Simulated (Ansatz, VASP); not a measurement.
# CaCu3C2 in VASP and in Ansatz

```
Ca Cu C
1.0
    -2.66155    2.66155    3.54320
     2.66155   -2.66155    3.54320
     2.66155    2.66155   -3.54320
Ca Cu C
1 3 2
Direct
  0.00000 0.00000 0.00000
  0.50000 0.00000 0.50000
  0.00000 0.50000 0.50000
  0.50000 0.50000 0.00000
  0.75000 0.25000 0.50000
  0.25000 0.75000 0.50000
```

Alike in both runs: functional PBE; k mesh 4 × 4 × 4; occupations gaussian, width 0.1 eV; no spin polarisation.

Ansatz relaxed the structure, and its values are those at the end. VASP's run is a single point on that final structure, the one shown.

|  | VASP | Ansatz |
| --- | --- | --- |
| version | VASP 6.6.1 | Ansatz 0.2.0 |
| potentials or method | VASP PAW PBE potentials, release 64 (Ca_sv, Cu, C), cutoff 520 eV | scalar-relativistic, plane waves, PAW |
| valence electrons in the cell | 51 | 75 |

Ansatz gave:

| Item | Value |
| --- | --- |
| gap on the k mesh at the Fermi level (eV) | none |
| pressure (GPa) | 0.1 |

Question: Estimate VASP's values.

Answer: gap on the k mesh at the Fermi level (eV): none; pressure (GPa): 0.3.

A gap of «none» marks a metal or a gap that the smearing closes. With one functional, cell and mesh, what is left measures potentials, basis and numerics. VASP's potentials hold 51 valence electrons a cell and Ansatz's 75, so a difference there can come from the potentials and not from the codes.

The k mesh is coarse, so the values compare programs but aren't converged.
